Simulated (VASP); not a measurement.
# ZnPb2N2 (I4/mmm) in VASP: further runs, part 2 of 2

VASP 6.6.1. Earlier steps stand in the parts before.

## (3) Single point, PBE

This run uses another cell than the first one, of 19.47 Å³/atom.

File INCAR:

```
SYSTEM = ZnPb2N2
ALGO     = Normal         ! electronic algorithm
EDIFF    = 1E-7           ! SCF threshold, eV
ENCUT    = 520            ! plane-wave cutoff, eV
GGA      = PE             ! functional
ISIF     = 2              ! what is computed and relaxed
ISMEAR   = 0              ! smearing method
LASPH    = .True.         ! aspherical terms in the spheres
LCHARG   = .False.        ! write CHGCAR
LREAL    = .False.        ! projectors in reciprocal space
LWAVE    = .False.        ! write WAVECAR
NBANDS   = 33             ! bands
NELM     = 100            ! most SCF steps
PREC     = Accurate       ! precision mode
SIGMA    = 0.1            ! smearing width, eV
```

File KPOINTS:

```
k-points
0
Gamma
  6 6 6
  0 0 0
```

File POSCAR:

```
ZnPb2N2
1.0
   -2.1601400448      2.1601400448      5.2163087583
    2.1601400448     -2.1601400448      5.2163087583
    2.1601400448      2.1601400448     -5.2163087583
Zn Pb N
1 2 2
Direct
    0.0000000000      0.0000000000      0.0000000000
    0.3402121203      0.3402121203      0.0000000000
    0.6597878797      0.6597878797      0.0000000000
    0.2500000000      0.7500000000      0.5000000000
    0.7500000000      0.2500000000      0.5000000000
```

Potentials or basis: VASP PAW PBE potentials, release 64 (Zn, Pb_d, N).

Run with:

```
> cat potpaw_PBE.64/Zn/POTCAR potpaw_PBE.64/Pb_d/POTCAR potpaw_PBE.64/N/POTCAR > POTCAR
> mpirun -np 1 vasp_std > vasp.out
```

Run time: 6.8 min. Hardware: 1 thread of Oxide Virtual Turin-like, shared host; peak memory 0.34 GiB.

Results (log left out):

```
Free energy            : -20.1164 eV
Pressure               : 0.1 GPa
Largest force          : 0.013 eV/Å
Band gap on the k mesh : zero (bands 25 and 26 overlap by 0.52 eV)
```

Forces on the atoms (eV/Å):
```
Zn   0.000  0.000  0.000
Pb   0.000  0.000  0.013
Pb   0.000  0.000 -0.013
N    0.000  0.000  0.000
N    0.000  0.000  0.000
```

Stress tensor (GPa, compression positive):
```
 0.30  0.00  0.00
 0.00  0.30  0.00
 0.00  0.00 -0.35
```

Levels at points of the mesh, in eV from the Fermi level:
| k point | band 22 | band 23 | band 24 | band 25 | band 26 | band 27 | band 28 | band 29 |
| --- | --- | --- | --- | --- | --- | --- | --- | --- |
| (0.00, 0.00, 0.00) | -1.25 | -1.25 | -0.70 | -0.65 | -0.53 | 1.88 | 2.55 | 2.55 |
| (0.50, 0.00, 0.00) | -2.75 | -2.68 | -0.90 | -0.42 | 0.92 | 3.22 | 3.70 | 4.98 |
| (0.50, 0.50, 0.00) | -2.38 | -0.80 | -0.05 | -0.01 | -0.01 | 0.51 | 2.63 | 4.36 |
| (0.50, 0.50, 0.50) | -2.34 | -1.15 | -1.15 | -0.60 | 0.20 | 3.78 | 4.10 | 4.10 |

Caveat: spin-orbit coupling is left out, which moves the levels of the heavy elements.

## (4) Relaxation of cell and atoms, PBE

This run uses another cell than the first one, of 21.59 Å³/atom.

File INCAR:

```
SYSTEM = ZnPb2N2
ALGO     = Normal         ! electronic algorithm
EDIFF    = 1E-6           ! SCF threshold, eV
EDIFFG   = -0.04          ! ionic threshold
ENCUT    = 600            ! plane-wave cutoff, eV
GGA      = PE             ! functional
IBRION   = 2              ! ionic algorithm
ISIF     = 3              ! what is computed and relaxed
ISMEAR   = 0              ! smearing method
LASPH    = .TRUE.         ! aspherical terms in the spheres
LCHARG   = .FALSE.        ! write CHGCAR
LREAL    = .FALSE.        ! projectors in reciprocal space
LWAVE    = .FALSE.        ! write WAVECAR
NELM     = 80             ! most SCF steps
NSW      = 90             ! ionic steps
PREC     = Accurate       ! precision mode
SIGMA    = 0.1            ! smearing width, eV
```

File KPOINTS:

```
k-points
0
G
  6 6 6
  0 0 0
```

File POSCAR:

```
ZnPb2N2
1.0
   -2.2324403819      2.2324403819      5.4156416789
    2.2324403819     -2.2324403819      5.4156416789
    2.2324403819      2.2324403819     -5.4156416789
Zn Pb N
1 2 2
Direct
    0.0000000000      0.0000000000      0.0000000000
    0.3711000000      0.3711000000      0.0000000000
    0.6289000000      0.6289000000      0.0000000000
    0.2500000000      0.7500000000      0.5000000000
    0.7500000000      0.2500000000      0.5000000000
```

Run with:

```
> cat potpaw_PBE.64/Zn/POTCAR potpaw_PBE.64/Pb_d/POTCAR potpaw_PBE.64/N/POTCAR > POTCAR
> mpirun -np 1 vasp_std > vasp.out
```

Wall time 55 min (1 thread of Oxide Virtual Turin-like, shared host); peak memory 0.42 GiB.

It converged, with:

```
Free energy                           : -20.1296 eV
Relaxed volume                        : 19.32 Å³/atom
Relaxed cell                          : a = 5.969 Å, b = 5.969 Å, c = 5.969 Å, α = 137.32°, β = 137.32°, γ = 61.95°
Space group after relaxing (to 0.1 Å) : I4/mmm (No. 139)
Energy gained by relaxing             : 323.6 meV/atom
Ionic steps                           : 13
Pressure after relaxing               : 0.0 GPa
Band gap on the k mesh                : zero (bands 25 and 26 overlap by 0.62 eV)
```

Forces in eV/Å, atoms in the order of the input:
```
Zn   0.000  0.000  0.000
Pb   0.000  0.000 -0.003
Pb   0.000  0.000  0.003
N    0.000  0.000  0.000
N    0.000  0.000  0.000
```

Stress tensor (GPa, compression positive):
```
-0.07  0.00  0.00
 0.00 -0.07  0.00
 0.00  0.00  0.03
```

The path:
```tsv
step	energy change (eV)	largest force (eV/Å)	pressure (GPa)	volume (Å³)
1	0.0000	4.3186	-6.48	107.96
2	-1.4575	0.9065	0.85	94.77
3	-1.4705	0.5757	2.41	93.43
4	-1.5542	0.4634	0.34	96.80
5	-1.5816	0.3349	-1.78	101.06
6	-1.5825	0.3556	-1.47	100.33
7	-1.6057	0.1029	-0.07	98.99
8	-1.6058	0.0856	-0.12	99.03
9	-1.6097	0.0684	-0.20	98.69
10	-1.6168	0.0021	-0.33	97.63
11	-1.6175	0.0401	-0.41	97.20
12	-1.6147	0.0838	0.84	95.22
13	-1.6181	0.0027	-0.03	96.60
```

Final structure:
```
Zn Pb N
1.0
    -2.17225    2.17225    5.11789
     2.17225   -2.17225    5.11789
     2.17225    2.17225   -5.11789
Zn Pb N
1 2 2
Direct
  0.00000 0.00000 0.00000
  0.34006 0.34006 0.00000
  0.65994 0.65994 0.00000
  0.25000 0.75000 0.50000
  0.75000 0.25000 0.50000
```

Levels at points of the mesh, in eV from the Fermi level:
```
           k point  band 22  band 23  band 24  band 25  band 26  band 27  band 28  band 29
(0.00, 0.00, 0.00)    -1.32    -1.32    -0.73    -0.68    -0.67     1.70     2.49     2.49
(0.50, 0.00, 0.00)    -2.80    -2.72    -0.86    -0.35     0.97     3.19     3.69     4.90
(0.50, 0.50, 0.00)    -2.33    -0.77    -0.05    -0.05     0.07     0.49     2.72     4.35
(0.50, 0.50, 0.50)    -2.46    -1.21    -1.21    -0.62     0.25     3.77     4.08     4.08
```

Caveat: spin-orbit coupling is left out, which moves the levels of the heavy elements.

## (5) Single point, PBE

This run uses another cell than the first one, of 19.33 Å³/atom.

File INCAR:

```
SYSTEM = ZnPb2N2
ALGO     = Normal         ! electronic algorithm
EDIFF    = 1E-7           ! SCF threshold, eV
ENCUT    = 520            ! plane-wave cutoff, eV
GGA      = PE             ! functional
ISIF     = 2              ! what is computed and relaxed
ISMEAR   = 0              ! smearing method
LASPH    = .True.         ! aspherical terms in the spheres
LCHARG   = .True.         ! write CHGCAR
LELF     = .True.         ! ELF
LREAL    = .False.        ! projectors in reciprocal space
LVHAR    = .True.       
LWAVE    = .False.        ! write WAVECAR
NBANDS   = 33             ! bands
NELM     = 60             ! most SCF steps
PREC     = Accurate       ! precision mode
SIGMA    = 0.1            ! smearing width, eV
```

File KPOINTS:

```
k-points
0
Gamma
  12 12 12
  0 0 0
```

File POSCAR:

```
ZnPb2N2
1.0
   -2.1739174738      2.1739174738      5.1136532046
    2.1739174738     -2.1739174738      5.1136532046
    2.1739174738      2.1739174738     -5.1136532046
Zn Pb N
1 2 2
Direct
    0.0000000000      0.0000000000      0.0000000000
    0.3396533629      0.3396533629      0.0000000000
    0.6603466371      0.6603466371      0.0000000000
    0.2500000000      0.7500000000      0.5000000000
    0.7500000000      0.2500000000      0.5000000000
```

Run with:

```
> cat potpaw_PBE.64/Zn/POTCAR potpaw_PBE.64/Pb_d/POTCAR potpaw_PBE.64/N/POTCAR > POTCAR
> mpirun -np 1 vasp_std > vasp.out
```

Run time: 32 min. Hardware: 1 thread of Oxide Virtual Turin-like, shared host; peak memory 0.64 GiB.

Results (log left out):

| Item | Value |
| --- | --- |
| Free energy | -20.1199 eV |
| Pressure | 0.0 GPa |
| Largest force | 0.011 eV/Å |
| Band gap on the k mesh | zero (bands 25 and 26 overlap by 0.63 eV) |

Forces in eV/Å, atoms in the order of the input:
```
Zn   0.000  0.000  0.000
Pb   0.000  0.000  0.011
Pb   0.000  0.000 -0.011
N    0.000  0.000  0.000
N    0.000  0.000  0.000
```

Stress tensor (GPa, compression positive):
```
 0.07  0.00  0.00
 0.00  0.07  0.00
 0.00  0.00 -0.05
```

Levels at points of the mesh, in eV from the Fermi level:
```
           k point  band 21  band 22  band 23  band 24  band 25  band 26  band 27  band 28  band 29  band 30
(0.00, 0.00, 0.00)    -3.91    -1.29    -1.29    -0.69    -0.66    -0.63     1.73     2.54     2.54     3.57
(0.50, 0.00, 0.00)    -3.01    -2.77    -2.69    -0.80    -0.30     1.02     3.23     3.73     4.95     5.11
(0.50, 0.50, 0.00)    -2.85    -2.28    -0.71    -0.02    -0.02     0.12     0.55     2.77     4.39     4.46
(0.50, 0.50, 0.50)    -3.55    -2.43    -1.18    -1.18    -0.57     0.30     3.82     4.13     4.13     4.77
```

Caveat: spin-orbit coupling is left out, which moves the levels of the heavy elements.

## (6) Summary

```csv
task,cell,k mesh,cutoff (eV),gap on the mesh (eV),pressure (GPa),largest force (eV/Å)
single point,"a = 7.416 Å, angles 142.8, 142.8, 53.7°, 5 atoms, atomic positions A",6 × 6 × 6,520,none,0.2,0.01
single point,"a = 6.045 Å, angles 138.1, 138.1, 60.7°, 5 atoms, atomic positions B",6 × 6 × 6,520,none,0.1,0.01
relaxation of cell and atoms,"relaxed from a = 6.269 Å, angles 138.3, 138.3, 60.5°, 5 atoms, atomic positions C",6 × 6 × 6,600,none,0.0,-
single point,"a = 5.967 Å, angles 137.3, 137.3, 62.0°, 5 atoms, atomic positions D",12 × 12 × 12,520,none,0.0,0.01
```

Alike in all rows: level PBE; potentials or basis VASP PAW PBE potentials, release 64 (Zn, Pb_d, N); no spin polarisation; smearing gaussian 0.1 eV.

Caveats: spin-orbit coupling is left out, which moves the levels of the heavy elements.

Absolute energies hang on the potentials; compare differences alone.
